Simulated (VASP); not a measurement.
# In2GaN (R-3m) in VASP: notebook

The runs below take In2GaN through single point, with PBE.

All numbers are computed with VASP 6.6.1; they aren't measurements. Logs are shortened: lines on timing, memory, paths and dates and some standing lists are left out, and cuts for length are marked.

## (1) The cell of the first run

Symmetry: R-3m, No. 166, trigonal system. Conventional cell: a = 4.991 Å, b = 4.991 Å, c = 16.982 Å, α = 90.00°, β = 90.00°, γ = 120.00°. In (site symmetry 3m) has 1 N at 2.00 Å within 2.6 Å. Ga (site symmetry -3m) has 6 In at 3.00 Å and 6 N at 4.04 Å within 4.1 Å. Within 2.6 Å of N (site symmetry -3m) lie 2 In at 2.00 Å.

The cell was built from a structure type or drawn by symmetry, and may not be a known phase.

## (2) Single point, PBE

Input file INCAR:

```
PREC = Accurate
ENCUT = 520
EDIFF = 1E-6
ISMEAR = 0
SIGMA = 0.1
LREAL = False
LASPH = True
NELM = 60
ALGO = Normal
ISIF = 2
LWAVE = False
LCHARG = False
GGA = PE
NBANDS = 30
```

Input file KPOINTS:

```
regular mesh
0
Gamma
  12 12 12
```

Input file POSCAR:

```
In2GaN
1.0
    2.4955073882      1.4407818624      5.6607533136
   -2.4955073882      1.4407818624      5.6607533136
    0.0000000000     -2.8815637247      5.6607533136
In Ga N
2 1 1
Direct
    0.1174905336      0.1174905336      0.1174905336
    0.8825094664      0.8825094664      0.8825094664
    0.5000000000      0.5000000000      0.5000000000
    0.0000000000      0.0000000000      0.0000000000
```

Potentials or basis: VASP PAW PBE potentials, release 64 (In_d, Ga_d, N).

On the command line:

```sh
$ cat potpaw_PBE.64/In_d/POTCAR potpaw_PBE.64/Ga_d/POTCAR potpaw_PBE.64/N/POTCAR > POTCAR
$ mpirun -np 1 vasp_std > vasp.out
```

OUTCAR:

```text
PREC = Accurate
   ENCUT = 520
   EDIFF = 1E-6
   ISMEAR = 0
   LREAL = False
   LASPH = True
   NELM = 60
   ISIF = 2
   GGA = PE

 ion  position               nearest neighbor table
   1  0.117  0.117  0.117-   4 2.00   3 3.00   3 3.00   3 3.00   2 3.33   2 3.33   2 3.33   2 3.99

   2  0.883  0.883  0.883-   4 2.00   3 3.00   3 3.00   3 3.00   1 3.33   1 3.33   1 3.33   1 3.99

   3  0.500  0.500  0.500-   1 3.00   1 3.00   2 3.00   2 3.00   1 3.00   2 3.00
   4  0.000  0.000  0.000-   1 2.00   2 2.00

  LATTYP: Found a trigonal (rhomboedric) cell.
 ALAT       =     6.3519711568
 COS(alpha) =     0.6913042283

  Lattice vectors:

 A1 = (   2.4955073882,   1.4407818624,   5.6607533136)
 A2 = (  -2.4955073882,   1.4407818624,   5.6607533136)
 A3 = (   0.0000000000,  -2.8815637247,   5.6607533136)

Analysis of symmetry for initial positions (statically):
=====================================================================
 Subroutine PRICEL returns:
 Original cell was already a primitive cell.

 Routine SETGRP: Setting up the symmetry group for a
 trigonal (rhombohedral) supercell.

 Subroutine GETGRP returns: Found 12 space group operations
 (whereof 12 operations were pure point group operations)
 out of a pool of 12 trial point group operations.

The static configuration has the point symmetry D_3d.

Analysis of symmetry for dynamics (positions and initial velocities):
=====================================================================
 Subroutine PRICEL returns:
 Original cell was already a primitive cell.

 Routine SETGRP: Setting up the symmetry group for a
 trigonal (rhombohedral) supercell.

 Subroutine GETGRP returns: Found 12 space group operations
 (whereof 12 operations were pure point group operations)
 out of a pool of 12 trial point group operations.

The dynamic configuration has the point symmetry D_3d.

 Subroutine INISYM returns: Found 12 space group operations
 (whereof 12 operations are pure point group operations),
 and found     1 'primitive' translations

----------------------------------------------------------------------------------------

                                     Primitive cell

  volume of cell :     122.1188

  direct lattice vectors                    reciprocal lattice vectors
     2.495507388  1.440781862  5.660753314     0.200360056  0.115677932  0.058884978
    -2.495507388  1.440781862  5.660753314    -0.200360056  0.115677932  0.058884978
     0.000000000 -2.881563725  5.660753314     0.000000000 -0.231355865  0.058884978

  length of vectors
     6.351971157  6.351971157  6.351971157     0.238732018  0.238732018  0.238732018

  position of ions in fractional coordinates (direct lattice)
     0.117490534  0.117490534  0.117490534
     0.882509466  0.882509466  0.882509466
     0.500000000  0.500000000  0.500000000
     0.000000000  0.000000000  0.000000000

  ion indices of the primitive-cell ions
   primitive index   ion index
                 1           1
                 2           2
                 3           3
                 4           4

----------------------------------------------------------------------------------------

 KPOINTS: regular mesh

Automatic generation of k-mesh.
 Grid dimensions read from file:
 generate k-points for:   12   12   12

 Generating k-lattice:

  Cartesian coordinates                     Fractional coordinates (reciprocal lattice)
     0.016696671  0.009639828  0.004907081     0.083333333  0.000000000  0.000000000
    -0.016696671  0.009639828  0.004907081     0.000000000  0.083333333  0.000000000
     0.000000000 -0.019279655  0.004907081     0.000000000  0.000000000  0.083333333

  Length of vectors
     0.019894335  0.019894335  0.019894335

  Shift w.r.t. Gamma in fractional coordinates (k-lattice)
     0.000000000  0.000000000  0.000000000

 Subroutine IBZKPT returns following result:
 ===========================================

 Found    189 irreducible k-points:

 Following reciprocal coordinates:
            Coordinates               Weight
  0.000000  0.000000  0.000000      1.000000
  0.083333 -0.000000  0.000000      6.000000
  0.166667 -0.000000  0.000000      6.000000
  0.250000 -0.000000  0.000000      6.000000
  0.333333  0.000000 -0.000000      6.000000
  0.416667 -0.000000 -0.000000      6.000000
[... 16 lines left out ...]
  0.500000  0.166667 -0.000000     12.000000
 -0.416667  0.166667  0.000000     12.000000
 [... further k-points ...]
   k-points           NKPTS =    189   k-points in BZ     NKDIM =    189   number of bands    NBANDS=     30
   number of dos      NEDOS =    301   number of ions     NIONS =      4
   total plane-waves  NPLWV = 110592
   dimension x,y,z NGX =    48 NGY =   48 NGZ =   48
   dimension x,y,z NGXF=    96 NGYF=   96 NGZF=   96
   ions per type =               2   1   1
   NGX,Y,Z   is equivalent  to a cutoff of  12.56, 12.56, 12.56 a.u.
   NGXF,Y,Z  is equivalent  to a cutoff of  25.13, 25.13, 25.13 a.u.
 SYSTEM =  unknown system
   PREC   = accura    normal or accurate (medium, high low for compatibility)
   ISTART =      0    job   : 0-new  1-cont  2-samecut
   ICHARG =      2    charge: 1-file 2-atom 10-const
   ISPIN  =      1    spin polarized calculation?
   LNONCOLLINEAR =      F non collinear calculations
   LSORBIT =      F    spin-orbit coupling
   LASPH  =      T    aspherical Exc in radial PAW
   ENCUT  =  520.0 eV  38.22 Ry    6.18 a.u.  11.81 11.81 11.81*2*pi/ulx,y,z
   NELM   =     60;   NELMIN=  2; NELMDL= -5     # of ELM steps
   EDIFF  = 0.1E-05   stopping-criterion for ELM
   LREAL  =      F    real-space projection
   EDIFFG = 0.1E-04   stopping-criterion for IOM
   NSW    =      0    number of steps for IOM
   IBRION =     -1    ionic relax: 0-MD 1-quasi-New 2-CG
   NFREE  =      0    steps in history (QN), initial steepest desc. (CG)
   ISIF   =      2    stress and relaxation
   ISYM   =      2    0-nonsym 1-usesym 2-fastsym
   POTIM  = 0.5000    time-step for ionic-motion
   TEBEG  =    0.0;   TEEND  =   0.0 temperature during run
   PSTRESS=    0.0 pullay stress
   NELECT =      44.0000    total number of electrons
   NUPDOWN=      -1.0000    fix difference up-down
   EMIN   =  10.00;   EMAX   =-10.00  energy-range for DOS
   EFERMI =   0.00;   METHOD = LEGACY
   ISMEAR =     0;   SIGMA  =   0.10  broadening in eV -4-tet -1-fermi 0-gaus
   EFERMI_NEDOS =   21; number of points for ismear=-14 and -15
   IALGO  =     38    algorithm
   IMIX   =      4    mixing-type and parameters
     AMIX     =   0.40;   BMIX     =  1.00
     AMIX_MAG =   1.60;   BMIX_MAG =  1.00
  volume/ion in A,a.u.               =      30.53       206.02
  Fermi-wavevector in a.u.,A,eV,Ry     =   1.164926  2.201390 18.463809  1.357052
  Thomas-Fermi vector in A             =   2.301458
   LORBIT       =      0    0 simple, 1 ext, 2 COOP (PROOUT), +10 PAW based schemes
   GGA     = PE    functional components
   LHFCALC =     F    Hartree Fock is set to
   AEXX    =    0.0000 exact exchange contribution
   IVDW    =     0    specifies the selected vdW correction
   LEPSILON=     F    determine dielectric tensor
   LRPA    =     F    only Hartree local field effects (RPA)
 non-spin polarized calculation
 Gauss-broadening in eV      SIGMA  =   0.10
  energy-cutoff  :      520.00
  volume of cell :      122.12
 maximum number of plane-waves:      3346
   NGX = 23   NGY = 23   NGZ = 23

 number of electron      44.0000004 magnetization

 Free energy of the ion-electron system (eV)
  ---------------------------------------------------
  ext. energy  EPLUGINS =         0.00000000
  ---------------------------------------------------
  free energy    TOTEN  =       -13.13890086 eV

  energy without entropy =      -13.13463253  energy(sigma->0) =      -13.13676670

 E-fermi :   2.3727     XC(G=0):  -8.0256

 val. band max:        2.3563187968   @ k =   0.5000   0.3333   0.3333
 cond. band min:       2.3734467727   @ k =  -0.3333   0.3333   0.3333
 fundamental gap:      0.0171279760
 Fermi energy:         2.3726584108

 k-point     1 :       0.0000    0.0000    0.0000
  band No.  band energies     occupation
      1     -12.8003      2.00000
      2     -12.7773      2.00000
      3     -12.7773      2.00000
      4     -12.7312      2.00000
      5     -12.7213      2.00000
      6     -12.7213      2.00000
[... 22 lines left out ...]
     29       9.4857      0.00000
     30       9.9274      0.00000

 k-point     2 :       0.0833   -0.0000    0.0000
  band No.  band energies     occupation
      1     -12.8002      2.00000
      2     -12.7773      2.00000
      3     -12.7772      2.00000
      4     -12.7324      2.00000
      5     -12.7216      2.00000
      6     -12.7216      2.00000
[... 22 lines left out ...]
     29       8.9267      0.00000
     30       9.6732      0.00000

 k-point     3 :       0.1667   -0.0000    0.0000
  band No.  band energies     occupation
      1     -12.8000      2.00000
      2     -12.7774      2.00000
      3     -12.7769      2.00000
      4     -12.7359      2.00000
      5     -12.7225      2.00000
      6     -12.7224      2.00000
[... 22 lines left out ...]
     29       8.2884      0.00000
     30       9.2316      0.00000

 k-point     4 :       0.2500   -0.0000    0.0000
  band No.  band energies     occupation
      1     -12.7993      2.00000
      2     -12.7776      2.00000
      3     -12.7768      2.00000
      4     -12.7410      2.00000
      5     -12.7235      2.00000
      6     -12.7233      2.00000
[... 22 lines left out ...]
     29       7.9751      0.00000
     30       8.9382      0.00000

 k-point     5 :       0.3333    0.0000   -0.0000
  band No.  band energies     occupation
      1     -12.7979      2.00000
      2     -12.7780      2.00000
      3     -12.7769      2.00000
      4     -12.7468      2.00000
      5     -12.7241      2.00000
      6     -12.7240      2.00000
[... 22 lines left out ...]
     29       8.1362      0.00000
     30       8.9913      0.00000
[... 526 lines left out ...]
     29       8.5974      0.00000
     30       8.7216      0.00000

 k-point    22 :       0.4167    0.1667    0.0000
  band No.  band energies     occupation
      1     -12.8011      2.00000
      2     -12.7897      2.00000
      3     -12.7775      2.00000
      4     -12.7364      2.00000
      5     -12.7241      2.00000
      6     -12.7230      2.00000
[... 22 lines left out ...]
     29       8.9971      0.00000
     30       9.5815      0.00000

 k-point    23 :       0.5000    0.1667   -0.0000
  band No.  band energies     occupation
      1     -12.7981      2.00000
      2     -12.7933      2.00000
      3     -12.7780      2.00000
      4     -12.7369      2.00000
      5     -12.7244      2.00000
      6     -12.7239      2.00000
[... 22 lines left out ...]
     29       9.2893      0.00000
     30       9.6826      0.00000

 k-point    24 :      -0.4167    0.1667    0.0000
  band No.  band energies     occupation
      1     -12.7964      2.00000
      2     -12.7935      2.00000
      3     -12.7782      2.00000
      4     -12.7377      2.00000
      5     -12.7245      2.00000
      6     -12.7242      2.00000
[... 22 lines left out ...]
     29       9.1719      0.00000
     30       9.7024      0.00000

 [... further k-points ...]
[... 5 lines left out ...]
  --------------------------------------------------------------------------------------
  -------------------------------------------------------------------------------------
  Total        0.0346153      0.0346153      0.0368879     -0.0000000      0.0000000      0.0000000
  in kB        0.4541465      0.4541465      0.4839631     -0.0000000      0.0000000      0.0000000
  external PRESSURE =       0.4640854 kB  Pullay stress =       0.0000000 kB

 VOLUME and BASIS-vectors are now :
 -----------------------------------------------------------------------------
  energy-cutoff  :      520.00
  volume of cell :      122.12
      direct lattice vectors                 reciprocal lattice vectors
     2.495507388  1.440781862  5.660753314     0.200360056  0.115677932  0.058884978
    -2.495507388  1.440781862  5.660753314    -0.200360056  0.115677932  0.058884978
     0.000000000 -2.881563725  5.660753314     0.000000000 -0.231355865  0.058884978

 POSITION                                       TOTAL-FORCE (eV/Angst)
 -----------------------------------------------------------------------------------
      0.00000      0.00000      1.99525        -0.000000      0.000000      0.017089
      0.00000      0.00000     14.98701        -0.000000     -0.000000     -0.017089
      0.00000      0.00000      8.49113        -0.000000      0.000000      0.000000
      0.00000      0.00000      0.00000         0.000000     -0.000000      0.000000
 -----------------------------------------------------------------------------------
    total drift:                                0.000000     -0.000000     -0.000000

  FREE ENERGIE OF THE ION-ELECTRON SYSTEM (eV)
  ---------------------------------------------------
  free  energy   TOTEN  =       -13.1389008633 eV

  energy  without entropy=      -13.1346325309  energy(sigma->0) =      -13.13676670
```

It took 8.5 min on 1 thread of Intel Xeon 6975P-C (Granite Rapids), shared host; peak memory 0.81 GiB.

Results:

| Property | Result |
| --- | --- |
| Free energy | -13.1389 eV |
| Pressure | 0.0 GPa |
| Largest force | 0.017 eV/Å |
| Band gap on the k mesh | zero (bands 22 and 23 overlap by 1.32 eV) |

Forces on the atoms (eV/Å):
```
In   0.000  0.000  0.017
In   0.000  0.000 -0.017
Ga   0.000  0.000  0.000
N    0.000  0.000  0.000
```

Levels at points of the mesh, in eV from the Fermi level:
| k point | band 20 | band 21 | band 22 | band 23 | band 24 | band 25 |
| --- | --- | --- | --- | --- | --- | --- |
| (0.00, 0.00, 0.00) | -0.96 | -0.58 | 0.98 | 0.98 | 1.44 | 1.44 |
| (0.50, 0.00, 0.00) | -1.31 | -0.90 | -0.78 | 0.04 | 0.63 | 4.50 |
| (0.50, 0.50, 0.00) | -2.05 | -1.41 | -0.97 | 0.41 | 1.65 | 2.55 |
| (0.50, 0.50, 0.50) | -1.05 | -1.03 | 0.07 | 0.42 | 0.42 | 1.84 |

Caveat: spin-orbit coupling is left out, which moves the levels of the heavy elements.

## (3) Single point, PBE

This run uses another cell than the first one, of 22.34 Å³/atom.

Input file INCAR:

```
SYSTEM = In2GaN
  PREC = Accurate
  ENCUT = 520
  EDIFF = 1E-6
  ISMEAR = 0
  SIGMA = 0.1
  LREAL = .FALSE.
  LASPH = .TRUE.
  NELM = 80
  ALGO = Normal
  ISIF = 2
  LWAVE = .FALSE.
  LCHARG = .TRUE.
  GGA = PE
  LELF = .TRUE.
  LVHAR = .TRUE.
  NBANDS = 30
```

Input file KPOINTS:

```
regular mesh
0
G
  6 6 6
  0 0 0
```

Input file POSCAR:

```
In2GaN
1.0
    2.0899235200      1.2066179100      5.9052585100
   -2.0899235200      1.2066179100      5.9052585100
    0.0000000000     -2.4132358200      5.9052585100
In Ga N
2 1 1
Direct
    0.1312476400      0.1312476400      0.1312476400
    0.8687523600      0.8687523600      0.8687523600
    0.5000000000      0.5000000000      0.5000000000
    0.0000000000      0.0000000000      0.0000000000
```

Potentials or basis: VASP PAW PBE potentials, release 64 (In_d, Ga_d, N).

On the command line:

```sh
$ cat potpaw_PBE.64/In_d/POTCAR potpaw_PBE.64/Ga_d/POTCAR potpaw_PBE.64/N/POTCAR > POTCAR
$ mpirun -np 1 vasp_std > vasp.out
```

Run time: 85 s. Hardware: 1 thread of Intel Xeon 6975P-C (Granite Rapids), shared host; peak memory 0.36 GiB.

It converged, with:

* Free energy: -9.2302 eV
* Pressure: 18.6 GPa
* Largest force: 5.482 eV/Å
* Band gap on the k mesh: zero (bands 22 and 23 overlap by 0.99 eV)

Forces in eV/Å, atoms in the order of the input:
```
In   0.000  0.000 -5.482
In   0.000  0.000  5.482
Ga   0.000  0.000  0.000
N    0.000  0.000  0.000
```

Stress tensor (GPa, compression positive):
```
32.31  0.00  0.00
 0.00 32.31  0.00
 0.00  0.00 -8.96
```

Levels at points of the mesh, in eV from the Fermi level:
| k point | band 18 | band 19 | band 20 | band 21 | band 22 | band 23 | band 24 | band 25 | band 26 | band 27 |
| --- | --- | --- | --- | --- | --- | --- | --- | --- | --- | --- |
| (0.00, 0.00, 0.00) | -4.95 | -0.37 | -0.37 | 0.77 | 0.77 | 0.99 | 1.28 | 1.28 | 1.54 | 3.82 |
| (0.50, 0.00, 0.00) | -7.91 | -3.54 | -2.98 | -0.69 | -0.48 | -0.21 | 0.24 | 3.62 | 5.67 | 6.60 |
| (0.50, 0.50, 0.00) | -8.36 | -3.13 | -2.70 | -1.01 | -0.63 | 0.16 | 1.18 | 1.30 | 5.96 | 7.41 |
| (0.50, 0.50, 0.50) | -2.64 | -2.12 | -0.36 | -0.36 | 0.31 | 0.31 | 1.63 | 1.88 | 1.88 | 3.66 |

Caveat: the cell stands under pressure; spin-orbit coupling is left out, which moves the levels of the heavy elements; forces of over 1 eV/Å act on the atoms, so gaps and moduli don't describe the material at rest.
